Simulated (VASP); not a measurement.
Here is a VASP 6.6.1 calculation.

The input INCAR:

```
SYSTEM = Mg
  PREC = Accurate
  ENCUT = 520
  EDIFF = 1E-6
  ISMEAR = 0
  SIGMA = 0.2
  LREAL = .False.
  LASPH = .True.
  NELM = 100
  ALGO = Fast
  ISIF = 2
  LWAVE = .False.
  LCHARG = .False.
  GGA = PE
  NBANDS = 12
```

File KPOINTS:

```
Automatic mesh
0
Gamma
  6 4 4
  0 0 0
```

File POSCAR:

```
Mg
1.0
    2.2274804443      2.2792378827      0.0000000000
    2.2274804443     -2.2792378827      4.5566345567
    2.2274804443     -2.2792378827     -4.5566345567
Mg
4
Direct
    0.0000000000      0.0000000000      0.0000000000
    0.5000000000      0.5000000000      1.0000000000
    0.5000000000      0.0000000000      0.5000000000
    0.0000000000      0.5000000000      0.5000000000
```

Potentials or basis: VASP PAW PBE potentials, release 64 (Mg).

Run with:

```bash
$ cat potpaw_PBE.64/Mg/POTCAR > POTCAR
$ mpirun -np 1 vasp_std > vasp.out
```

What does it give for the band gap on the k mesh?

Zero (bands 4 and 5 overlap by 2.61 eV).

Predict the pressure.

-0.2 GPa.

Stress tensor (GPa, compression positive):
```
 0.19  0.67  0.00
 0.67 -0.19  0.00
 0.00  0.00 -0.67
```
